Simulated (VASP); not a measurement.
LaH3: single point with r2SCAN

LaH3:

```
CELL_PARAMETERS angstrom
0.00000 2.85447 2.85447
2.85447 0.00000 2.85447
2.85447 2.85447 0.00000
ATOMIC_POSITIONS crystal
La 0.00000 0.00000 0.00000
H 0.50000 0.50000 0.50000
H 0.75000 0.75000 0.75000
H 0.25000 0.25000 0.25000
```

```json
{
  "Program": "VASP 6.6.1",
  "Task": "single point",
  "Functional": "r2SCAN",
  "Potentials or basis": "VASP PAW PBE potentials, release 64 (La, H)",
  "Cutoff": "520 eV",
  "k mesh": "7 × 7 × 7",
  "Occupations": "methfessel-paxton, width 0.1 eV",
  "Spin": "no spin polarisation"
}
```

```json
{
  "Pressure": "-5.7 GPa",
  "Band gap on the k mesh": "0.30 eV, indirect (least direct gap 0.38 eV)"
}
```

Levels at points of the mesh, in eV from the valence-band top:
| k point | band 5 | band 6 | band 7 | band 8 | band 9 | band 10 |
| --- | --- | --- | --- | --- | --- | --- |
| (0.00, 0.00, 0.00) | -8.25 | -3.34 | 0.00 | 0.38 | 0.38 | 0.38 |

Wall time 2.4 min on 1 thread of AMD EPYC 9R45 (Zen 5), on a shared host, peak memory 0.15 GiB.

Caveat: the PAW data sets were made with another functional, which shifts forces and pressure a little; spin-orbit coupling is left out, which moves the levels of the heavy elements. A k mesh can miss the band edges.
